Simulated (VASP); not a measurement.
Here is a VASP 6.6.1 calculation.

File INCAR:

```
SYSTEM = NaB12
PREC = Accurate ; ENCUT = 520
EDIFF = 1E-6 ; ISMEAR = 0
SIGMA = 0.1 ; LREAL = .False.
LASPH = .True. ; NELM = 60
ALGO = Fast ; ISIF = 2
LWAVE = .False. ; LCHARG = .False.
GGA = PE ; NBANDS = 34
```

KPOINTS

```
regular mesh
0
Gamma
  10 10 10
  0 0 0
```

The input POSCAR:

```
NaB12
1.0
   -3.3185505249      3.3185505249      2.6987025800
    3.3185505249     -3.3185505249      2.6987025800
    3.3185505249      3.3185505249     -2.6987025800
Na B
1 12
Direct
    0.5000000000      0.5000000000      0.0000000000
    0.3693297934      0.1571356116      0.5264654050
    0.6306702066      0.8428643884      0.4735345950
    0.1571356116      0.6306702066      0.7878058182
    0.8428643884      0.3693297934      0.2121941818
    0.3693297934      0.8428643884      0.2121941818
    0.6306702066      0.1571356116      0.7878058182
    0.1571356116      0.3693297934      0.5264654050
    0.8428643884      0.6306702066      0.4735345950
    0.0000000000      0.8258540708      0.8258540708
    0.0000000000      0.1741459292      0.1741459292
    0.8258540708      0.0000000000      0.8258540708
    0.1741459292      0.0000000000      0.1741459292
```

Potentials or basis: VASP PAW PBE potentials, release 64 (Na_pv, B).

Launch:

```console
$ cat potpaw_PBE.64/Na_pv/POTCAR potpaw_PBE.64/B/POTCAR > POTCAR
$ mpirun -np 1 vasp_std > vasp.out
```

Task: What does it give for the largest force?

Result: 0.004 eV/Å.

Task: Estimate the pressure.

Result: 0.0 GPa.

Task: Predict the band gap on the k mesh.

Result: Zero (an odd number of electrons rules out a gap without spin polarisation).

Forces on the atoms (eV/Å):
```
Na   0.000  0.000  0.000
B   -0.003  0.003  0.000
B    0.003 -0.003  0.000
B   -0.003 -0.003  0.000
B    0.003  0.003  0.000
B    0.003  0.003  0.000
B   -0.003 -0.003  0.000
B    0.003 -0.003  0.000
B   -0.003  0.003  0.000
B   -0.002  0.000  0.000
B    0.002  0.000  0.000
B    0.000 -0.002  0.000
B    0.000  0.002  0.000
```

Caveat: an odd number of electrons without spin polarisation forces a metal; a magnetic or distorted state may lie lower.
